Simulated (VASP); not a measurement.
Set up this calculation in VASP 6.6.1, as the native input.

```yaml
Task: single point
Functional: PBE
Potentials_or_basis: VASP PAW PBE potentials, release 64 (As, Pt)
Cutoff: 520 eV
k_mesh: 6 × 6 × 4
Occupations: gaussian, width 0.1 eV
Spin: no spin polarisation
Dipole_correction: no
Further_INCAR_settings: ALGO = Normal; EDIFF = 1e-06; NBANDS = 14
```

The structure of AsPt lies in POSCAR:

```
AsPt
1.0
    3.3888160700      0.0000000000      0.0000000000
    0.0000000000      3.3888160700      0.0000000000
    0.0000000000      0.0000000000      3.7754602300
As Pt
1 1
Direct
    0.0000000000      0.0000000000      0.0000000000
    0.5000000000      0.5000000000      0.5000000000
```

The cell was generated, and may not be a known phase.

These files were run (other wordings do the same):

INCAR

```
SYSTEM = AsPt
PREC     = Accurate       ! precision mode
ENCUT    = 520            ! plane-wave cutoff, eV
EDIFF    = 1E-6           ! SCF threshold, eV
ISMEAR   = 0              ! smearing method
SIGMA    = 0.1            ! smearing width, eV
LREAL    = .FALSE.        ! projectors in reciprocal space
LASPH    = .TRUE.         ! aspherical terms in the spheres
NELM     = 100            ! most SCF steps
ALGO     = Normal         ! electronic algorithm
ISIF     = 2              ! what is computed and relaxed
LWAVE    = .FALSE.        ! write WAVECAR
LCHARG   = .FALSE.        ! write CHGCAR
GGA      = PE             ! functional
NBANDS   = 14             ! bands
```

KPOINTS

```
Automatic mesh
0
G
  6 6 4
  0 0 0
```

Potentials or basis: VASP PAW PBE potentials, release 64 (As, Pt).

Launch:

```bash
$ cat potpaw_PBE.64/As/POTCAR potpaw_PBE.64/Pt/POTCAR > POTCAR
$ mpirun -np 1 vasp_std > vasp.out
```

It gave:

```yaml
Pressure: -21.2 GPa
Band_gap_on_the_k_mesh: zero (an odd number of electrons rules out a gap without spin polarisation)
```

Caveat: the k points lie up to 0.42 Å⁻¹ apart, too coarse for converged energies and pressures of a metal; spin-orbit coupling is left out, which moves the levels of the heavy elements; an odd number of electrons without spin polarisation forces a metal; a magnetic or distorted state may lie lower.

Wall time 26 s on 1 thread of Intel(R) Xeon(R) Platinum 8259CL CPU @ 2.50GHz (Skylake/Cascade Lake) (shared host), peak memory 0.16 GiB.
